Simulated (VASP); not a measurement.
# Ti3W2 (P6_3/mmc) in VASP: a series of runs

Ti3W2 is run at these levels: PBE; tasks: single point, relaxation of cell and atoms.

All numbers are computed with VASP 6.6.1; they aren't measurements. Logs are shortened: lines on timing, memory, paths and dates and some standing lists are left out, and cuts for length are marked.

### 1 The cell of the first run

Symmetry: P6_3/mmc, No. 194, hexagonal system. Conventional cell: a = 2.818 Å, b = 2.818 Å, c = 22.525 Å, α = 90.00°, β = 90.00°, γ = 120.00°. Ti (site symmetry 3m) has 9 Ti at 2.78 to 2.82 Å and 3 W at 2.78 Å within 3.7 Å. Within 3.7 Å of Ti (site symmetry -6m2) lie 6 W at 2.78 Å and 6 Ti at 2.82 Å. Within 3.7 Å of W (site symmetry 3m) lie 6 Ti at 2.78 Å and 6 W at 2.82 Å.

### 2 Single point, PBE

Contents of INCAR:

```
PREC = Accurate
ENCUT = 520
EDIFF = 1E-6
ISMEAR = 0
SIGMA = 0.1
LREAL = False
LASPH = True
NELM = 100
ALGO = Fast
ISIF = 2
LWAVE = False
LCHARG = False
GGA = PE
NBANDS = 75
```

Contents of KPOINTS:

```
regular mesh
0
Gamma
  6 6 1
```

Contents of POSCAR:

```
Ti3W2
1.0
    2.8179692000      0.0000000000      0.0000000000
   -1.4089846000      2.4404329100      0.0000000000
    0.0000000000      0.0000000000     22.5250105400
Ti W
6 4
Direct
    0.3333333300      0.6666666700      0.0500000000
    0.3333333300      0.6666666700      0.2500000000
    0.3333333300      0.6666666700      0.4500000000
    0.6666666700      0.3333333300      0.9500000000
    0.6666666700      0.3333333300      0.5500000000
    0.6666666700      0.3333333300      0.7500000000
    0.3333333300      0.6666666700      0.8500000000
    0.3333333300      0.6666666700      0.6500000000
    0.6666666700      0.3333333300      0.1500000000
    0.6666666700      0.3333333300      0.3500000000
```

Potentials or basis: VASP PAW PBE potentials, release 64 (Ti_sv, W_sv).

The run is started by

```sh
cat potpaw_PBE.64/Ti_sv/POTCAR potpaw_PBE.64/W_sv/POTCAR > POTCAR
mpirun -np 1 vasp_std > vasp.out
```

OUTCAR:

```text
PREC = Accurate
   ENCUT = 520
   EDIFF = 1E-6
   ISMEAR = 0
   LREAL = False
   LASPH = True
   NELM = 100
   ISIF = 2
   GGA = PE

 ion  position               nearest neighbor table
   1  0.333  0.667  0.050-   4 2.78   9 2.78   4 2.78   9 2.78   4 2.78   9 2.78
   2  0.333  0.667  0.250-   9 2.78  10 2.78   9 2.78  10 2.78   9 2.78  10 2.78
   3  0.333  0.667  0.450-   5 2.78  10 2.78   5 2.78  10 2.78   5 2.78  10 2.78
   4  0.667  0.333  0.950-   1 2.78   7 2.78   1 2.78   7 2.78   1 2.78   7 2.78
   5  0.667  0.333  0.550-   3 2.78   8 2.78   3 2.78   8 2.78   3 2.78   8 2.78
   6  0.667  0.333  0.750-   7 2.78   8 2.78   7 2.78   8 2.78   7 2.78   8 2.78
   7  0.333  0.667  0.850-   4 2.78   6 2.78   4 2.78   6 2.78   4 2.78   6 2.78
   8  0.333  0.667  0.650-   5 2.78   6 2.78   5 2.78   6 2.78   5 2.78   6 2.78
   9  0.667  0.333  0.150-   1 2.78   2 2.78   1 2.78   2 2.78   1 2.78   2 2.78
  10  0.667  0.333  0.350-   2 2.78   3 2.78   2 2.78   3 2.78   2 2.78   3 2.78

  LATTYP: Found a hexagonal cell.
 ALAT       =     2.8179692000
 C/A-ratio  =     7.9933487350

  Lattice vectors:

 A1 = (   2.8179692000,   0.0000000000,   0.0000000000)
 A2 = (  -1.4089846000,   2.4404329100,   0.0000000000)
 A3 = (   0.0000000000,   0.0000000000,  22.5250105400)

Analysis of symmetry for initial positions (statically):
=====================================================================
 Subroutine PRICEL returns:
 Original cell was already a primitive cell.

 Routine SETGRP: Setting up the symmetry group for a
 hexagonal supercell.

 Subroutine GETGRP returns: Found 24 space group operations
 (whereof 12 operations were pure point group operations)
 out of a pool of 24 trial point group operations.

The static configuration has the point symmetry D_3d.
 The point group associated with its full space group is D_6h.

Analysis of symmetry for dynamics (positions and initial velocities):
=====================================================================
 Subroutine PRICEL returns:
 Original cell was already a primitive cell.

 Routine SETGRP: Setting up the symmetry group for a
 hexagonal supercell.

 Subroutine GETGRP returns: Found 24 space group operations
 (whereof 12 operations were pure point group operations)
 out of a pool of 24 trial point group operations.

The dynamic configuration has the point symmetry D_3d.
 The point group associated with its full space group is D_6h.

 Subroutine INISYM returns: Found 24 space group operations
 (whereof 12 operations are pure point group operations),
 and found     1 'primitive' translations

----------------------------------------------------------------------------------------

                                     Primitive cell

  volume of cell :     154.9060

  direct lattice vectors                    reciprocal lattice vectors
     2.817969200  0.000000000  0.000000000     0.354865483  0.204881682  0.000000000
    -1.408984600  2.440432910  0.000000000     0.000000000  0.409763364  0.000000000
     0.000000000  0.000000000 22.525010540     0.000000000  0.000000000  0.044395096

  length of vectors
     2.817969200  2.817969196 22.525010540     0.409763364  0.409763364  0.044395096

  position of ions in fractional coordinates (direct lattice)
     0.333333330  0.666666670  0.050000000
     0.333333330  0.666666670  0.250000000
     0.333333330  0.666666670  0.450000000
     0.666666670  0.333333330  0.950000000
     0.666666670  0.333333330  0.550000000
     0.666666670  0.333333330  0.750000000
     0.333333330  0.666666670  0.850000000
     0.333333330  0.666666670  0.650000000
     0.666666670  0.333333330  0.150000000
     0.666666670  0.333333330  0.350000000

  ion indices of the primitive-cell ions
   primitive index   ion index
                 1           1
                 2           2
                 3           3
                 4           4
                 5           5
                 6           6
                 7           7
                 8           8
                 9           9
                10          10

----------------------------------------------------------------------------------------

 KPOINTS: regular mesh

Automatic generation of k-mesh.
 Grid dimensions read from file:
 generate k-points for:    6    6    1

 Generating k-lattice:

  Cartesian coordinates                     Fractional coordinates (reciprocal lattice)
     0.059144247  0.034146947  0.000000000     0.166666667  0.000000000  0.000000000
     0.000000000  0.068293894  0.000000000     0.000000000  0.166666667  0.000000000
     0.000000000  0.000000000  0.044395096     0.000000000  0.000000000  1.000000000

  Length of vectors
     0.068293894  0.068293894  0.044395096

  Shift w.r.t. Gamma in fractional coordinates (k-lattice)
     0.000000000  0.000000000  0.000000000

 Subroutine IBZKPT returns following result:
 ===========================================

 Found      7 irreducible k-points:

 Following reciprocal coordinates:
            Coordinates               Weight
  0.000000  0.000000  0.000000      1.000000
  0.166667  0.000000  0.000000      6.000000
  0.333333  0.000000  0.000000      6.000000
  0.500000  0.000000  0.000000      3.000000
  0.166667  0.166667  0.000000      6.000000
  0.333333  0.166667  0.000000     12.000000
  0.333333  0.333333  0.000000      2.000000
   k-points           NKPTS =      7   k-points in BZ     NKDIM =      7   number of bands    NBANDS=     75
   number of dos      NEDOS =    301   number of ions     NIONS =     10
   total plane-waves  NPLWV =  96768
   dimension x,y,z NGX =    24 NGY =   24 NGZ =  168
   dimension x,y,z NGXF=    48 NGYF=   48 NGZF=  336
   ions per type =               6   4
   NGX,Y,Z   is equivalent  to a cutoff of  14.16, 14.16, 12.40 a.u.
   NGXF,Y,Z  is equivalent  to a cutoff of  28.32, 28.32, 24.80 a.u.
 SYSTEM =  unknown system
   PREC   = accura    normal or accurate (medium, high low for compatibility)
   ISTART =      0    job   : 0-new  1-cont  2-samecut
   ICHARG =      2    charge: 1-file 2-atom 10-const
   ISPIN  =      1    spin polarized calculation?
   LNONCOLLINEAR =      F non collinear calculations
   LSORBIT =      F    spin-orbit coupling
   LASPH  =      T    aspherical Exc in radial PAW
   ENCUT  =  520.0 eV  38.22 Ry    6.18 a.u.   5.24  5.24 41.88*2*pi/ulx,y,z
   NELM   =    100;   NELMIN=  2; NELMDL= -5     # of ELM steps
   EDIFF  = 0.1E-05   stopping-criterion for ELM
   LREAL  =      F    real-space projection
   EDIFFG = 0.1E-04   stopping-criterion for IOM
   NSW    =      0    number of steps for IOM
   IBRION =     -1    ionic relax: 0-MD 1-quasi-New 2-CG
   NFREE  =      0    steps in history (QN), initial steepest desc. (CG)
   ISIF   =      2    stress and relaxation
   ISYM   =      2    0-nonsym 1-usesym 2-fastsym
   POTIM  = 0.5000    time-step for ionic-motion
   TEBEG  =    0.0;   TEEND  =   0.0 temperature during run
   PSTRESS=    0.0 pullay stress
   NELECT =     128.0000    total number of electrons
   NUPDOWN=      -1.0000    fix difference up-down
   EMIN   =  10.00;   EMAX   =-10.00  energy-range for DOS
   EFERMI =   0.00;   METHOD = LEGACY
   ISMEAR =     0;   SIGMA  =   0.10  broadening in eV -4-tet -1-fermi 0-gaus
   EFERMI_NEDOS =   21; number of points for ismear=-14 and -15
   IALGO  =     68    algorithm
   IMIX   =      4    mixing-type and parameters
     AMIX     =   0.40;   BMIX     =  1.00
     AMIX_MAG =   1.60;   BMIX_MAG =  1.00
  volume/ion in A,a.u.               =      15.49       104.54
  Fermi-wavevector in a.u.,A,eV,Ry     =   1.536227  2.903048 32.109668  2.359994
  Thomas-Fermi vector in A             =   2.642905
   LORBIT       =      0    0 simple, 1 ext, 2 COOP (PROOUT), +10 PAW based schemes
   GGA     = PE    functional components
   LHFCALC =     F    Hartree Fock is set to
   AEXX    =    0.0000 exact exchange contribution
   IVDW    =     0    specifies the selected vdW correction
   LEPSILON=     F    determine dielectric tensor
   LRPA    =     F    only Hartree local field effects (RPA)
 non-spin polarized calculation
 RMM-DIIS sequential band-by-band and
 Gauss-broadening in eV      SIGMA  =   0.10
  energy-cutoff  :      520.00
  volume of cell :      154.91
 maximum number of plane-waves:      4220
 NGX is ok and might be reduce to    24
   NGX = 11   NGY = 11   NGZ = 83

 number of electron     128.0000010 magnetization

 Free energy of the ion-electron system (eV)
  ---------------------------------------------------
  ext. energy  EPLUGINS =         0.00000000
  ---------------------------------------------------
  free energy    TOTEN  =       -95.78619447 eV

  energy without entropy =      -95.71852063  energy(sigma->0) =      -95.75235755

 E-fermi :  10.3485     XC(G=0): -12.7430

 val. band max:       10.3388420838   @ k =   0.3333   0.0000   0.0000
 cond. band min:      10.3875067282   @ k =   0.5000   0.0000   0.0000
 fundamental gap:      0.0486646444
 Fermi energy:        10.3484993527

 k-point     1 :       0.0000    0.0000    0.0000
  band No.  band energies     occupation
      1     -63.2526      2.00000
      2     -63.2526      2.00000
      3     -63.2525      2.00000
      4     -63.2525      2.00000
      5     -46.3606      2.00000
      6     -46.3606      2.00000
[... 67 lines left out ...]
     74      11.2977      0.00000
     75      11.3427      0.00000

 k-point     2 :       0.1667    0.0000    0.0000
  band No.  band energies     occupation
      1     -63.2318      2.00000
      2     -63.2317      2.00000
      3     -63.2317      2.00000
      4     -63.2317      2.00000
      5     -46.3310      2.00000
      6     -46.3310      2.00000
[... 382 lines left out ...]
 k-point     7 :       0.3333    0.3333    0.0000
  band No.  band energies     occupation
      1     -63.1583      2.00000
      2     -63.1583      2.00000
      3     -63.1583      2.00000
      4     -63.1583      2.00000
      5     -46.2260      2.00000
      6     -46.2260      2.00000
[... 67 lines left out ...]
     74      11.6898      0.00000
     75      11.8879      0.00000

------------------------ aborting loop because EDIFF is reached ----------------------------------------

  FORCE on cell =-STRESS in cart. coord.  units (eV):
  Direction    XX          YY          ZZ          XY          YZ          ZX
  --------------------------------------------------------------------------------------
  -------------------------------------------------------------------------------------
  Total       12.4832049     12.4832048     19.2956920     -0.0000000     -0.0000000     -0.0000000
  in kB      129.1125811    129.1125806    199.5734765     -0.0000000     -0.0000000     -0.0000000
  external PRESSURE =     152.5995461 kB  Pullay stress =       0.0000000 kB

 VOLUME and BASIS-vectors are now :
 -----------------------------------------------------------------------------
  energy-cutoff  :      520.00
  volume of cell :      154.91
      direct lattice vectors                 reciprocal lattice vectors
     2.817969200  0.000000000  0.000000000     0.354865483  0.204881682  0.000000000
    -1.408984600  2.440432910  0.000000000     0.000000000  0.409763364  0.000000000
     0.000000000  0.000000000 22.525010540     0.000000000  0.000000000  0.044395096

 POSITION                                       TOTAL-FORCE (eV/Angst)
 -----------------------------------------------------------------------------------
     -0.00000      1.62696      1.12625        -0.000000     -0.000000     -0.349631
     -0.00000      1.62696      5.63125        -0.000000      0.000000      0.000000
     -0.00000      1.62696     10.13625        -0.000000     -0.000000      0.349631
      1.40898      0.81348     21.39876         0.000000      0.000000      0.349631
      1.40898      0.81348     12.38876         0.000000      0.000000     -0.349631
      1.40898      0.81348     16.89376         0.000000     -0.000000      0.000000
     -0.00000      1.62696     19.14626        -0.000000     -0.000000     -0.087608
     -0.00000      1.62696     14.64126        -0.000000     -0.000000      0.087608
      1.40898      0.81348      3.37875         0.000000      0.000000      0.087608
      1.40898      0.81348      7.88375         0.000000      0.000000     -0.087608
 -----------------------------------------------------------------------------------
    total drift:                               -0.000091      0.000053     -0.000027

  FREE ENERGIE OF THE ION-ELECTRON SYSTEM (eV)
  ---------------------------------------------------
  free  energy   TOTEN  =       -95.7861944680 eV

  energy  without entropy=      -95.7185206258  energy(sigma->0) =      -95.75235755
```

It took 5.2 min on 1 thread of Intel Xeon 6975P-C (Granite Rapids), shared host; peak memory 0.32 GiB.

Results:

```
Free energy            : -95.7862 eV
Pressure               : 15.3 GPa
Largest force          : 0.350 eV/Å
Band gap on the k mesh : zero (band 64 reaches 10.70 eV, above the bottom of band 65 at 9.95 eV)
```

Forces in eV/Å, atoms in the order of the input:
```
Ti   0.000  0.000 -0.350
Ti   0.000  0.000  0.000
Ti   0.000  0.000  0.350
Ti   0.000  0.000  0.350
Ti   0.000  0.000 -0.350
Ti   0.000  0.000  0.000
W    0.000  0.000 -0.088
W    0.000  0.000  0.088
W    0.000  0.000  0.088
W    0.000  0.000 -0.088
```

Levels at points of the mesh, in eV from the Fermi level:
```csv
k point,band 59,band 60,band 61,band 62,band 63,band 64,band 65,band 66,band 67,band 68
"(0.00, 0.00, 0.00)",-0.37,-0.37,-0.27,-0.12,0.15,0.21,0.35,0.41,0.41,0.51
"(0.50, 0.00, 0.00)",-1.28,-0.79,-0.13,0.04,0.35,0.36,0.72,0.86,0.93,0.94
```

Caveat: the k points lie up to 0.43 Å⁻¹ apart; spin-orbit coupling is left out, which moves the levels of the heavy elements.

[end of part 1 of 2]
